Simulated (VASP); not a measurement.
Wanted: the native input for a VASP 6.6.1 run.

```
Task                   : single point
Functional             : PBEsol
Potentials or basis    : VASP PAW PBE potentials, release 64 (Ti_sv, N)
Cutoff                 : 600 eV
k mesh                 : 18 × 18 × 18
Occupations            : gaussian, width 0.1 eV
Spin                   : no spin polarisation
Dipole correction      : no
Further INCAR settings : ALGO = Normal; EDIFF = 1e-06; NBANDS = 16
```

The structure of TiN lies in POSCAR:

```
TiN
1.0
    0.0000000000      2.0590570564      2.0590570564
    2.0590570564      0.0000000000      2.0590570564
    2.0590570564      2.0590570564      0.0000000000
Ti N
1 1
Direct
    0.0000000000      0.0000000000      0.0000000000
    0.5000000000      0.5000000000      0.5000000000
```

One way to write it, as run:

INCAR

```
SYSTEM = TiN
  PREC = Accurate
  ENCUT = 600
  EDIFF = 1E-6
  ISMEAR = 0
  SIGMA = 0.1
  LREAL = .FALSE.
  LASPH = .TRUE.
  NELM = 120
  ALGO = Normal
  ISIF = 2
  LWAVE = .FALSE.
  LCHARG = .FALSE.
  GGA = PS
  NBANDS = 16
  GGA_COMPAT = .FALSE.
```

KPOINTS

```
regular mesh
0
G
  18 18 18
  0 0 0
```

Potentials or basis: VASP PAW PBE potentials, release 64 (Ti_sv, N).

Run with:

```bash
$ cat potpaw_PBE.64/Ti_sv/POTCAR potpaw_PBE.64/N/POTCAR > POTCAR
$ mpirun -np 1 vasp_std > vasp.out
```

Results of the run:

```
Pressure               : 21.5 GPa
Band gap on the k mesh : zero (an odd number of electrons rules out a gap without spin polarisation)
```

Caveat: the cell stands under pressure; the PAW data sets were made with another functional, which shifts forces and pressure a little.

Wall time 73 s on 1 thread of Intel Xeon 8259CL, on a shared host, peak memory 0.19 GiB.
